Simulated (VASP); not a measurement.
Set up this calculation in VASP 6.6.1, as the native input.

```
Task                               : single point
Functional                         : PBE-based screened hybrid with 35 % exact exchange
Potentials or basis                : VASP PAW PBE potentials, release 64 (Sr_sv, Cl)
Cutoff                             : 520 eV
k mesh                             : 6 × 6 × 2
Occupations                        : gaussian, width 0.01 eV
Spin                               : no spin polarisation
Dipole correction                  : no
Grid for exact exchange (PRECFOCK) : Normal
Share of exact exchange            : 0.35
Further INCAR settings             : ALGO = Normal; EDIFF = 1e-06; NBANDS = 19
Screening parameter                : 0.2078 1/Å
```

The system is SrCl2.

```
Sr Cl
1.0
     4.40725    0.00000    0.00000
    -2.20362    3.81679    0.00000
     0.00000    0.00000    5.59607
Sr Cl
1 2
Direct
  0.00000 0.00000 0.00000
  0.33333 0.66667 0.24870
  0.66667 0.33333 0.75130
```

One way to write it, as run:

POSCAR

```
SrCl2
1.0
    4.4072489055      0.0000000000      0.0000000000
   -2.2036244528      3.8167895130      0.0000000000
    0.0000000000      0.0000000000      5.5960650195
Sr Cl
1 2
Direct
    0.0000000000      0.0000000000      0.0000000000
    0.3333333333      0.6666666667      0.2486950203
    0.6666666667      0.3333333333      0.7513049797
```

INCAR.step1

```
ALGO     = Normal         # electronic algorithm
EDIFF    = 1E-5           # SCF threshold, eV
ENCUT    = 520            # plane-wave cutoff, eV
GGA      = PE             # functional
ISIF     = 2              # what is computed and relaxed
ISMEAR   = 0              # smearing method
LASPH    = True           # aspherical terms in the spheres
LREAL    = False          # projectors in reciprocal space
LWAVE    = True           # write WAVECAR
NBANDS   = 19             # bands
NELM     = 100            # most SCF steps
PREC     = Accurate       # precision mode
SIGMA    = 0.01           # smearing width, eV
```

INCAR.step2

```
AEXX     = 0.35           # exact-exchange fraction
ALGO     = Normal         # electronic algorithm
EDIFF    = 1E-6           # SCF threshold, eV
ENCUT    = 520            # plane-wave cutoff, eV
GGA      = PE             # functional
HFSCREEN = 0.2078         # screening, 1/A
ISIF     = 2              # what is computed and relaxed
ISMEAR   = 0              # smearing method
ISTART   = 1            
LASPH    = True           # aspherical terms in the spheres
LCHARG   = True           # write CHGCAR
LELF     = True           # ELF
LHFCALC  = True           # exact exchange
LREAL    = False          # projectors in reciprocal space
LVHAR    = True         
LWAVE    = False          # write WAVECAR
NBANDS   = 19             # bands
NELM     = 100            # most SCF steps
PREC     = Accurate       # precision mode
PRECFOCK = Normal       
SIGMA    = 0.01           # smearing width, eV
```

KPOINTS

```
k-points
0
Gamma
  6 6 2
```

Potentials or basis: VASP PAW PBE potentials, release 64 (Sr_sv, Cl).

The run is started by

```bash
$ cat potpaw_PBE.64/Sr_sv/POTCAR potpaw_PBE.64/Cl/POTCAR > POTCAR
$ cp INCAR.step1 INCAR
$ mpirun -np 1 vasp_std > vasp.out
$ cp INCAR.step2 INCAR
$ mpirun -np 1 vasp_std > vasp.out
```

Results of the run:

The pressure is 0.7 GPa. The largest force is 0.061 eV/Å and the band gap on the k mesh is 6.98 eV.

Caveat: the k points lie up to 0.56 Å⁻¹ apart; the PAW data sets were made with another functional, which shifts forces and pressure a little.

It took 27 min on 1 thread of Intel(R) Xeon(R) Platinum 8488C (Sapphire Rapids) (shared host), peak memory 0.36 GiB.
